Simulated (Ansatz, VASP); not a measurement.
# One calculation of CdSe, two programs

```xyz
2
Lattice="0.0000 3.0413 3.0566 3.0413 0.0000 3.0566 3.0413 3.0413 0.0000" Properties=species:S:1:pos:R:3 pbc="T T T"
Cd    0.0000    0.0000    0.0000
Se    4.5620    4.5620    4.5848
```

Change from the starting cell: z stretched by +0.5 %, x and y held, PAW files.

Alike in both runs: task single point; functional PBEsol; k mesh 6 × 6 × 6; no spin polarisation.

|  | VASP | Ansatz |
| --- | --- | --- |
| version | VASP 6.6.1 | Ansatz 0.2.0 |
| potentials or method | VASP PAW PBE potentials, release 64 (Cd, Se) | PAW with Ansatz's default frozen-core files, scalar-relativistic |
| plane-wave cutoff (eV) | 500 | 420 |
| occupations | gaussian, width 0.01 eV | fixed |
| valence electrons in the cell | 18 | 36 |

VASP gave:

| Quantity | Value |
| --- | --- |
| gap on the k mesh at the Fermi level (eV) | 0.46 |
| pressure (GPa) | 0.1 |
| traceless stress, the component that is largest in VASP (GPa) | -0.06 |

Task: Which values does Ansatz return?

Result: gap on the k mesh at the Fermi level (eV): 0.46; pressure (GPa): -0.3; traceless stress, the component that is largest in VASP (GPa): -0.06.

VASP's potentials were made for PBE, not for PBEsol. VASP's potentials hold 18 valence electrons a cell and Ansatz's 36, so a difference there can come from the potentials and not from the codes.
